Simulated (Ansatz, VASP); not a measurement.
Sc3B2Sb: VASP beside Ansatz

```
CELL_PARAMETERS angstrom
4.92343 0.00000 0.00000
0.00000 4.92343 0.00000
0.00000 0.00000 4.69208
ATOMIC_POSITIONS crystal
Sc 0.50000 0.00000 0.50000
Sc 0.00000 0.50000 0.50000
Sc 0.50000 0.50000 0.00000
B 0.50000 0.00000 0.00000
B 0.00000 0.50000 0.00000
Sb 0.00000 0.00000 0.00000
```

Alike in both runs: task single point; functional PBE; k mesh 4 × 4 × 4; occupations gaussian, width 0.1 eV; collinear spin.

|  | VASP | Ansatz |
| --- | --- | --- |
| version | VASP 6.6.1 | Ansatz 0.2.0 |
| potentials or method | VASP PAW PBE potentials, release 64 (Sc_sv, B, Sb), cutoff 520 eV | scalar-relativistic, plane waves, PAW |
| valence electrons in the cell | 44 | 54 |

|  | VASP | Ansatz | Ansatz less VASP |
| --- | --- | --- | --- |
| gap on the k mesh at the Fermi level (eV) | none | none | - |
| pressure (GPa) | 0.4 | 0.2 | -0.18 |
| traceless stress, the component that is largest in VASP (GPa) | -0.16 | -0.19 | -0.031 |
| net moment per atom (μB) | 0.00 | 0.00 | 0.000 |

A gap of «none» marks a metal or a gap that the smearing closes. With one functional, cell and mesh, what is left measures potentials, basis and numerics. VASP's potentials hold 44 valence electrons a cell and Ansatz's 54, so a difference there can come from the potentials and not from the codes. Ansatz's warnings: seeded moment not kept.

Spin-orbit coupling is off throughout.
